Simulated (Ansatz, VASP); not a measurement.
**KTaO3 in VASP and in Ansatz**

INCAR

```
PREC = Accurate
ENCUT = 520
EDIFF = 1E-6
ISMEAR = -1
SIGMA = 0.02
LREAL = F
LASPH = T
NELM = 60
ALGO = Normal
ISIF = 2
LWAVE = F
LCHARG = F
GGA = PE
NBANDS = 27
```

File KPOINTS:

```
Automatic mesh
0
Gamma
  6 6 6
```

The input POSCAR:

```
KTaO3
1.0
    3.9901311030      0.0000000000      0.0000000000
    0.0000000000      3.9901311030      0.0000000000
    0.0000000000      0.0000000000      4.0699337251
K Ta O
1 1 3
Direct
    0.0000000000      0.0000000000      0.0000000000
    0.5000000000      0.5000000000      0.5000000000
    0.5000000000      0.5000000000      0.0000000000
    0.5000000000      0.0000000000      0.5000000000
    0.0000000000      0.5000000000      0.5000000000
```

Input for Ansatz:

```yaml
crystal:
  lattice:
    - [3.990131103, 0.0, 0.0]
    - [0.0, 3.990131103, 0.0]
    - [0.0, 0.0, 4.0699337251]
  atoms:
    - { symbol: K, position: [0.0, 0.0, 0.0] }
    - { symbol: Ta, position: [0.5, 0.5, 0.5] }
    - { symbol: O, position: [0.5, 0.5, 0.0] }
    - { symbol: O, position: [0.5, 0.0, 0.5] }
    - { symbol: O, position: [0.0, 0.5, 0.5] }
kpoints:
  mp_grid: { grid: [6, 6, 6] }
  band_path:
    path: [[0.0, 0.0, 0.0], [0.0, 0.5, 0.0], [0.5, 0.5, 0.0], [0.5, 0.5, 0.5]]
    npoints: 1
hamiltonian:
  xc: pbe
scf:
  occupations: { method: fermi_dirac, width: 0.02 }
  n_extra_bands: 5
output:
  forces: true
  stress: true
  eigenvalues: true
  write_density: true
  write_potential: true
  elf: true
  volumetric_format: npy
```

Change from the starting cell: uniaxial_z strain +2.0%.

Alike in both runs: task single point; functional PBE; k mesh 6 × 6 × 6; occupations fermi-dirac, width 0.02 eV; no spin polarisation.

|  | VASP | Ansatz |
| --- | --- | --- |
| version | VASP 6.6.1 | Ansatz 0.2.0 |
| potentials or method | VASP PAW PBE potentials, release 64 (K_sv, Ta_pv, O) | plane waves, PAW |
| plane-wave cutoff (eV) | 520 | 420 |
| valence electrons in the cell | 38 | 40 |

|  | VASP | Ansatz | Ansatz less VASP |
| --- | --- | --- | --- |
| gap on the k mesh at the Fermi level (eV) | 2.11 | 2.15 | +0.045 |
| pressure (GPa) | 1.9 | 1.3 | -0.61 |
| traceless stress, the component that is largest in VASP (GPa) | -4.54 | -4.47 | +0.075 |

VASP's potentials hold 38 valence electrons a cell and Ansatz's 40, so a difference there can come from the potentials and not from the codes.

Neither program's run includes spin-orbit coupling.
